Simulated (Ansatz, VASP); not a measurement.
One calculation of Mn, two programs

```
CELL_PARAMETERS angstrom
3.97602 0.00000 0.00000
-1.98801 3.44333 0.00000
0.00000 0.00000 2.48195
ATOMIC_POSITIONS crystal
Mn 0.00000 0.00000 0.00000
Mn 0.33333 0.66667 0.50000
Mn 0.66667 0.33333 0.50000
```

Alike in both runs: task single point; functional r2SCAN; k mesh 11 × 11 × 15; occupations fermi-dirac, width 0.1 eV; no spin polarisation.

|  | VASP | Ansatz |
| --- | --- | --- |
| version | VASP 6.6.1 | Ansatz 0.2.0 |
| potentials or method | VASP PAW PBE potentials, release 64 (Mn_pv), cutoff 520 eV | plane waves (500 eV) with PAW, scalar-relativistic |
| valence electrons in the cell | 39 | 45 |

```tsv
	VASP	Ansatz	Ansatz less VASP
pressure (GPa)	-19.2	-19.6	-0.41
traceless stress, the component that is largest in VASP (GPa)	0.67	0.94	+0.272
```

VASP's potentials were made for PBE, not for r2SCAN. VASP's potentials hold 39 valence electrons a cell and Ansatz's 45, so a difference there can come from the potentials and not from the codes.
